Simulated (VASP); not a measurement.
# AgRh (P-6m2) in VASP: further runs

Runs on AgRh. Level: PBE. Tasks: single point.

All numbers are computed with VASP 6.6.1; they aren't measurements. Logs are shortened: lines on timing, memory, paths and dates and some standing lists are left out, and cuts for length are marked.

### 1 The cell of the first run

It takes space group P-6m2 (No. 187, hexagonal). The conventional cell has a = 2.721 Å, b = 2.721 Å, c = 4.710 Å, α = 90.00°, β = 90.00°, γ = 120.00°. Ag (site symmetry -6m2) has 6 Ag at 2.72 Å and 6 Rh at 2.83 Å within 3.6 Å. Rh (site symmetry -6m2) has 6 Rh at 2.72 Å and 6 Ag at 2.83 Å within 3.6 Å.

### 2 Single point, PBE

INCAR reads:

```
SYSTEM = AgRh
PREC     = Accurate       ! precision mode
ENCUT    = 520            ! plane-wave cutoff, eV
EDIFF    = 1E-6           ! SCF threshold, eV
ISMEAR   = -1             ! smearing method
SIGMA    = 0.05           ! smearing width, eV
LREAL    = .FALSE.        ! projectors in reciprocal space
LASPH    = .TRUE.         ! aspherical terms in the spheres
NELM     = 60             ! most SCF steps
ALGO     = Fast           ! electronic algorithm
ISIF     = 2              ! what is computed and relaxed
LWAVE    = .FALSE.        ! write WAVECAR
LCHARG   = .TRUE.         ! write CHGCAR
GGA      = PE             ! functional
LELF     = .TRUE.         ! ELF
LVHAR    = .TRUE.       
NBANDS   = 20             ! bands
```

KPOINTS reads:

```
regular mesh
0
G
  11 11 6
  0 0 0
```

POSCAR reads:

```
AgRh
1.0
    2.7208868163      0.0000000000      0.0000000000
   -1.3604434081      2.3563571037      0.0000000000
    0.0000000000      0.0000000000      4.7104397215
Ag Rh
1 1
Direct
    0.0000000000      0.0000000000      0.5000000000
    0.6666666667      0.3333333333      0.0000000000
```

Potentials or basis: VASP PAW PBE potentials, release 64 (Ag, Rh_pv).

Command:

```sh
$ cat potpaw_PBE.64/Ag/POTCAR potpaw_PBE.64/Rh_pv/POTCAR > POTCAR
$ mpirun -np 1 vasp_std > vasp.out
```

OUTCAR:

```text
SYSTEM = AgRh
   PREC = Accurate
   ENCUT = 520
   EDIFF = 1E-6
   ISMEAR = -1
   LREAL = .FALSE.
   LASPH = .TRUE.
   NELM = 60
   ISIF = 2
   GGA = PE

 ion  position               nearest neighbor table
   1  0.000  0.000  0.500-   2 2.83   2 2.83   2 2.83   2 2.83   2 2.83   2 2.83
   2  0.667  0.333  0.000-   1 2.83   1 2.83   1 2.83   1 2.83   1 2.83   1 2.83

  LATTYP: Found a hexagonal cell.
 ALAT       =     2.7208868163
 C/A-ratio  =     1.7312148720

  Lattice vectors:

 A1 = (   2.7208868163,   0.0000000000,   0.0000000000)
 A2 = (  -1.3604434081,   2.3563571037,   0.0000000000)
 A3 = (   0.0000000000,   0.0000000000,   4.7104397215)

Analysis of symmetry for initial positions (statically):
=====================================================================
 Subroutine PRICEL returns:
 Original cell was already a primitive cell.

 Routine SETGRP: Setting up the symmetry group for a
 hexagonal supercell.

 Subroutine GETGRP returns: Found 12 space group operations
 (whereof 12 operations were pure point group operations)
 out of a pool of 24 trial point group operations.

The static configuration has the point symmetry D_3h.

Analysis of symmetry for dynamics (positions and initial velocities):
=====================================================================
 Subroutine PRICEL returns:
 Original cell was already a primitive cell.

 Routine SETGRP: Setting up the symmetry group for a
 hexagonal supercell.

 Subroutine GETGRP returns: Found 12 space group operations
 (whereof 12 operations were pure point group operations)
 out of a pool of 24 trial point group operations.

The dynamic configuration has the point symmetry D_3h.

 Subroutine INISYM returns: Found 12 space group operations
 (whereof 12 operations are pure point group operations),
 and found     1 'primitive' translations

----------------------------------------------------------------------------------------

                                     Primitive cell

  volume of cell :      30.2004

  direct lattice vectors                    reciprocal lattice vectors
     2.720886816  0.000000000  0.000000000     0.367527232  0.212191946  0.000000000
    -1.360443408  2.356357104  0.000000000     0.000000000  0.424383893  0.000000000
     0.000000000  0.000000000  4.710439722     0.000000000  0.000000000  0.212294405

  length of vectors
     2.720886816  2.720886816  4.710439722     0.424383893  0.424383893  0.212294405

[... 77 lines left out ...]
   LASPH  =      T    aspherical Exc in radial PAW
   ENCUT  =  520.0 eV  38.22 Ry    6.18 a.u.   5.06  5.06  8.76*2*pi/ulx,y,z
   NELM   =     60;   NELMIN=  2; NELMDL= -5     # of ELM steps
   EDIFF  = 0.1E-05   stopping-criterion for ELM
   LREAL  =      F    real-space projection
   EDIFFG = 0.1E-04   stopping-criterion for IOM
   NSW    =      0    number of steps for IOM
   IBRION =     -1    ionic relax: 0-MD 1-quasi-New 2-CG
   NFREE  =      0    steps in history (QN), initial steepest desc. (CG)
   ISIF   =      2    stress and relaxation
   ISYM   =      2    0-nonsym 1-usesym 2-fastsym
   POTIM  = 0.5000    time-step for ionic-motion
   TEBEG  =    0.0;   TEEND  =   0.0 temperature during run
   PSTRESS=    0.0 pullay stress
   NELECT =      26.0000    total number of electrons
   NUPDOWN=      -1.0000    fix difference up-down
   EMIN   =  10.00;   EMAX   =-10.00  energy-range for DOS
   EFERMI =   0.00;   METHOD = LEGACY
   ISMEAR =    -1;   SIGMA  =   0.05  broadening in eV -4-tet -1-fermi 0-gaus
   EFERMI_NEDOS =   21; number of points for ismear=-14 and -15
   IALGO  =     68    algorithm
   IMIX   =      4    mixing-type and parameters
     AMIX     =   0.40;   BMIX     =  1.00
     AMIX_MAG =   1.60;   BMIX_MAG =  1.00
  volume/ion in A,a.u.               =      15.10       101.90
  Fermi-wavevector in a.u.,A,eV,Ry     =   1.557381  2.943024 33.000064  2.425436
  Thomas-Fermi vector in A             =   2.661040
   LORBIT       =      0    0 simple, 1 ext, 2 COOP (PROOUT), +10 PAW based schemes
   GGA     = PE    functional components
   LHFCALC =     F    Hartree Fock is set to
   AEXX    =    0.0000 exact exchange contribution
   IVDW    =     0    specifies the selected vdW correction
   LEPSILON=     F    determine dielectric tensor
   LRPA    =     F    only Hartree local field effects (RPA)
 non-spin polarized calculation
 RMM-DIIS sequential band-by-band and
  energy-cutoff  :      520.00
  volume of cell :       30.20
 maximum number of plane-waves:       829
   NGX = 11   NGY = 11   NGZ = 17

 number of electron      26.0000004 magnetization

 Free energy of the ion-electron system (eV)
  ---------------------------------------------------
  ext. energy  EPLUGINS =         0.00000000
  ---------------------------------------------------
  free energy    TOTEN  =        -9.42048344 eV

  energy without entropy =       -9.39651164  energy(sigma->0) =       -9.40849754

 E-fermi :   9.7679     XC(G=0): -13.1746

 val. band max:        9.7373440082   @ k =   0.1818   0.0909   0.0000
 cond. band min:       9.7850052602   @ k =   0.2727   0.0000   0.0000
 fundamental gap:      0.0476612520
 Fermi energy:         9.7678712780

 k-point     1 :       0.0000    0.0000    0.0000
  band No.  band energies     occupation
      1     -35.9911      2.00000
      2     -35.9389      2.00000
      3     -35.9389      2.00000
      4       2.1775      2.00000
      5       3.6616      2.00000
      6       5.2793      2.00000
[... 541 lines left out ...]
     19      26.9262      0.00000
     20      28.1011      0.00000

 [... further k-points ...]

------------------------ aborting loop because EDIFF is reached ----------------------------------------

  FORCE on cell =-STRESS in cart. coord.  units (eV):
  Direction    XX          YY          ZZ          XY          YZ          ZX
  --------------------------------------------------------------------------------------
  -------------------------------------------------------------------------------------
  Total        1.7204274      1.7204274      1.2159463      0.0000000      0.0000000      0.0000000
  in kB       91.2712295     91.2712295     64.5077571      0.0000000      0.0000000      0.0000000
  external PRESSURE =      82.3500721 kB  Pullay stress =       0.0000000 kB

 VOLUME and BASIS-vectors are now :
 -----------------------------------------------------------------------------
  energy-cutoff  :      520.00
  volume of cell :       30.20
      direct lattice vectors                 reciprocal lattice vectors
     2.720886816  0.000000000  0.000000000     0.367527232  0.212191946  0.000000000
    -1.360443408  2.356357104  0.000000000     0.000000000  0.424383893  0.000000000
     0.000000000  0.000000000  4.710439722     0.000000000  0.000000000  0.212294405

 POSITION                                       TOTAL-FORCE (eV/Angst)
 -----------------------------------------------------------------------------------
      0.00000      0.00000      2.35522         0.000000     -0.000000      0.000000
      1.36044      0.78545      0.00000        -0.000000      0.000000      0.000000
 -----------------------------------------------------------------------------------
    total drift:                                0.000000     -0.000000      0.000000

  FREE ENERGIE OF THE ION-ELECTRON SYSTEM (eV)
  ---------------------------------------------------
  free  energy   TOTEN  =        -9.4204834357 eV

  energy  without entropy=       -9.3965116432  energy(sigma->0) =       -9.40849754
```

OSZICAR:

```text
N       E                     dE             d eps       ncg     rms          rms(c)
DAV:   1     0.218344871499E+03    0.21834E+03   -0.15823E+04  2568   0.141E+03
DAV:   2    -0.597167492953E+01   -0.22432E+03   -0.21816E+03  2640   0.380E+02
DAV:   3    -0.101830327842E+02   -0.42114E+01   -0.41925E+01  2908   0.587E+01
DAV:   4    -0.102068325190E+02   -0.23800E-01   -0.23797E-01  2824   0.437E+00
DAV:   5    -0.102071793786E+02   -0.34686E-03   -0.34686E-03  2920   0.548E-01    0.109E+01
RMM:   6    -0.951504642486E+01    0.69213E+00   -0.16003E+00  2607   0.977E+00    0.705E+00
RMM:   7    -0.946152727240E+01    0.53519E-01   -0.23192E-01  2644   0.399E+00    0.320E+00
RMM:   8    -0.942569313366E+01    0.35834E-01   -0.43059E-02  2758   0.159E+00    0.192E+00
RMM:   9    -0.942053103587E+01    0.51621E-02   -0.63496E-03  2900   0.691E-01    0.961E-02
RMM:  10    -0.942047552710E+01    0.55509E-04   -0.36994E-04  3113   0.175E-01    0.281E-02
RMM:  11    -0.942048267238E+01   -0.71453E-05   -0.83255E-05  3247   0.755E-02    0.154E-02
RMM:  12    -0.942048378242E+01   -0.11100E-05   -0.11835E-05  3085   0.255E-02    0.652E-03
RMM:  13    -0.942048343569E+01    0.34673E-06   -0.27004E-06  2259   0.138E-02
   1 F= -.94204834E+01 E0= -.94084975E+01  d E =-.239718E-01
```

stdout:

```text
POSCAR found type information on POSCAR AgRh
 POSCAR found :  2 types and       2 ions
 scaLAPACK will be used
 LDA part: xc-table for (Slater+PW92), standard interpolation
 POSCAR, INCAR and KPOINTS ok, starting setup
 FFT: planning ... GRIDC
 FFT: planning ... GRID_SOFT
 FFT: planning ... GRID
 WAVECAR not read
 entering main loop
```

It took 19 s on 1 thread of Intel Xeon Platinum 8488C (Sapphire Rapids), shared host; peak memory 0.17 GiB.

Results:

| Item | Value |
| --- | --- |
| Free energy | -9.4205 eV |
| Pressure | 8.2 GPa |
| Band gap on the k mesh | zero (band 13 reaches 10.94 eV, above the bottom of band 14 at 9.47 eV) |

Stress tensor (GPa, compression positive):
```
9.13 0.00 0.00
0.00 9.13 0.00
0.00 0.00 6.45
```

### 3 Single point, PBE

INCAR reads:

```
PREC = Accurate
ENCUT = 520
EDIFF = 1E-7
ISMEAR = -1
SIGMA = 0.05
LREAL = F
LASPH = T
NELM = 80
ALGO = Fast
ISIF = 2
LWAVE = F
LCHARG = F
GGA = PE
NBANDS = 20
```

KPOINTS reads:

```
regular mesh
0
Gamma
  11 11 6
```

POSCAR is that of step 2.

Potentials or basis: VASP PAW PBE potentials, release 64 (Ag, Rh_pv).

Command:

```sh
$ cat potpaw_PBE.64/Ag/POTCAR potpaw_PBE.64/Rh_pv/POTCAR > POTCAR
$ mpirun -np 1 vasp_std > vasp.out
```

It took 21 s on 1 thread of Intel Xeon Platinum 8488C (Sapphire Rapids), shared host; peak memory 0.16 GiB.

It converged, with:

| Item | Value |
| --- | --- |
| Free energy | -9.4205 eV |
| Pressure | 8.2 GPa |
| Band gap on the k mesh | zero (band 13 reaches 10.94 eV, above the bottom of band 14 at 9.47 eV) |

Stress tensor (GPa, compression positive):
```
9.10 0.00 0.00
0.00 9.10 0.00
0.00 0.00 6.43
```

Levels at points of the mesh, in eV from the Fermi level:
| k point | band 9 | band 10 | band 11 | band 12 | band 13 | band 14 | band 15 | band 16 | band 17 | band 18 |
| --- | --- | --- | --- | --- | --- | --- | --- | --- | --- | --- |
| (0.00, 0.00, 0.00) | -3.20 | -3.20 | -1.95 | -1.95 | 0.05 | 0.15 | 0.15 | 5.80 | 16.79 | 17.46 |
| (0.00, 0.00, 0.50) | -3.30 | -3.30 | -2.72 | -1.71 | -1.71 | 0.10 | 0.10 | 12.05 | 13.10 | 17.03 |

### 4 Single point, PBE

This run uses another cell than the first one, of 15.42 Å³/atom, 1.021 times its volume.

INCAR reads:

```
PREC     = Accurate       # precision mode
ENCUT    = 520            # plane-wave cutoff, eV
EDIFF    = 1E-7           # SCF threshold, eV
ISMEAR   = -1             # smearing method
SIGMA    = 0.05           # smearing width, eV
LREAL    = False          # projectors in reciprocal space
LASPH    = True           # aspherical terms in the spheres
NELM     = 80             # most SCF steps
ALGO     = Normal         # electronic algorithm
ISIF     = 2              # what is computed and relaxed
LWAVE    = False          # write WAVECAR
LCHARG   = False          # write CHGCAR
GGA      = PE             # functional
NBANDS   = 20             # bands
```

KPOINTS is that of step 3.

POSCAR reads:

```
AgRh
1.0
    2.7400486223      0.0000000000      0.0000000000
   -1.3700243112      2.3729517146      0.0000000000
    0.0000000000      0.0000000000      4.7436129252
Ag Rh
1 1
Direct
    0.0000000000      0.0000000000      0.5000000000
    0.6666666667      0.3333333333      0.0000000000
```

Command:

```sh
$ cat potpaw_PBE.64/Ag/POTCAR potpaw_PBE.64/Rh_pv/POTCAR > POTCAR
$ mpirun -np 1 vasp_std > vasp.out
```

Run time: 20 s. Hardware: 1 thread of Intel Xeon Platinum 8488C (Sapphire Rapids), shared host; peak memory 0.16 GiB.

It converged, with:

```yaml
Free_energy: -9.4456 eV
Pressure: 4.2 GPa
Band_gap_on_the_k_mesh: zero (band 13 reaches 10.57 eV, above the bottom of band 14 at 9.15 eV)
```

Stress tensor (GPa, compression positive):
```
4.86 0.00 0.00
0.00 4.86 0.00
0.00 0.00 2.88
```

Levels at points of the mesh, in eV from the Fermi level:
| k point | band 9 | band 10 | band 11 | band 12 | band 13 | band 14 | band 15 | band 16 | band 17 | band 18 |
| --- | --- | --- | --- | --- | --- | --- | --- | --- | --- | --- |
| (0.00, 0.00, 0.00) | -3.15 | -3.15 | -1.88 | -1.88 | 0.10 | 0.14 | 0.14 | 5.64 | 16.76 | 17.39 |
| (0.00, 0.00, 0.50) | -3.25 | -3.25 | -2.62 | -1.67 | -1.67 | 0.10 | 0.10 | 11.89 | 12.91 | 16.98 |

(Continued in part 2 of 2.)
